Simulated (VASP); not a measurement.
The system is CuO (zincblende type).

```xyz
2
Lattice="0.0000 2.2618 2.2618 2.2618 0.0000 2.2618 2.2618 2.2618 0.0000" Properties=species:S:1:pos:R:3 pbc="T T T"
Cu    0.0000    0.0000    0.0000
O     1.1309    1.1309    1.1309
```

Base run:

* Program: VASP 6.6.1
* Functional: r2SCAN
* Potentials or basis: VASP PAW PBE potentials, release 64 (Cu, O)
* Cutoff: 520 eV
* k mesh: 16 × 16 × 16
* Occupations: fermi-dirac, width 0.05 eV
* Spin: no spin polarisation

Its results: band gap on the k mesh zero (an odd number of electrons rules out a gap without spin polarisation); pressure -5.2 GPa.

**Question.** After a change of settings the same cell gave: band gap on the k mesh zero (an odd number of electrons rules out a gap without spin polarisation); pressure -6.4 GPa. Which change was it?
A. functional from r2SCAN to PBE; k mesh from 16 × 16 × 16 to 12 × 12 × 12
B. functional from r2SCAN to LDA; potentials or basis from VASP PAW PBE potentials, release 64 (Cu, O) to VASP PAW LDA potentials, release 64 (Cu, O)
C. functional from r2SCAN to PBE; k mesh from 16 × 16 × 16 to 5 × 5 × 5
D. functional from r2SCAN to PBEsol

**Answer.** D.

Caveats: the cell stands under tension; the PAW data sets were made with another functional, which shifts forces and pressure a little; an odd number of electrons without spin polarisation forces a metal; a magnetic or distorted state may lie lower; semilocal functionals often make such compounds metallic where correlation or magnetic order opens a gap, which also shifts bond lengths.
